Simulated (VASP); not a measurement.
Runs of VASP 6.6.1 on Sb. The structure is that of space group R-3m (No. 166), or close to it. The cells are those of the table. 

| cell | gap on the mesh (eV) | pressure (GPa) | largest force (eV/Å) |
| --- | --- | --- | --- |
| a = 4.461 Å, angles 57.1°, 2 atoms | none | (a) | 0.33 |
| a = 4.551 Å, angles 57.1°, 2 atoms | none | -1.4 | - |
| a = 4.415 Å, angles 57.1°, 2 atoms | none | 4.4 | 0.52 |
| a = 4.507 Å, angles 57.1°, 2 atoms | none | 0.2 | 0.16 |
| a = 4.595 Å, angles 57.1°, 2 atoms | none | -2.8 | (b) |

Alike in all rows: task single point; level PBEsol; potentials or basis VASP PAW PBE potentials, release 64 (Sb); no spin polarisation; k mesh 8 × 8 × 8; cutoff (eV) 520; smearing fermi-dirac 0.05 eV.

Question: Estimate the missing entries.

Answer: (a) 2.1; (b) 0.14.

Caveats: the PAW data sets were made with another functional, which shifts forces and pressure a little; spin-orbit coupling is left out, which moves the levels of the heavy elements.

A k mesh can miss the band edges, and the runs leave out spin-orbit coupling on Sb.

A gap of «none» marks levels without a gap at the run's occupations.
